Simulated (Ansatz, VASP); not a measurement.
# Ga: VASP beside Ansatz

```
Ga
1.0
     1.45000   -4.06500    0.00000
     1.45000    4.06500    0.00000
     0.00000    0.00000    3.07490
Ga
2
Direct
  0.86700 0.13300 0.25000
  0.13300 0.86700 0.75000
```

Change from the starting cell: zz strain of -3 %, PAW files.

Alike in both runs: task electric field gradients; functional PBE; k mesh 12 × 12 × 10; occupations fermi-dirac, width 0.08 eV; no spin polarisation.

|  | VASP | Ansatz |
| --- | --- | --- |
| version | VASP 6.6.1 | Ansatz 0.2.0 |
| potentials or method | VASP PAW PBE potentials, release 64 (Ga_d) | PAW with Ansatz's default frozen-core files, scalar-relativistic |
| plane-wave cutoff (eV) | 520 | 420 |
| valence electrons in the cell | 26 | 26 |

```csv
,VASP,Ansatz,Ansatz less VASP
pressure (GPa),3.8,3.7,-0.13
"traceless stress, the component that is largest in VASP (GPa)",-3.02,-3.01,+0.017
rms of the force components (eV/Å),0.126,0.126,-0.0007
size of Vzz on the site where it differs most (V/Å²),27.3,28.6,+1.36
```

Atom by atom the forces differ by 0.001 eV/Å (rms over components). The functional is the same, so the differences come from potentials, cutoffs and numerics.
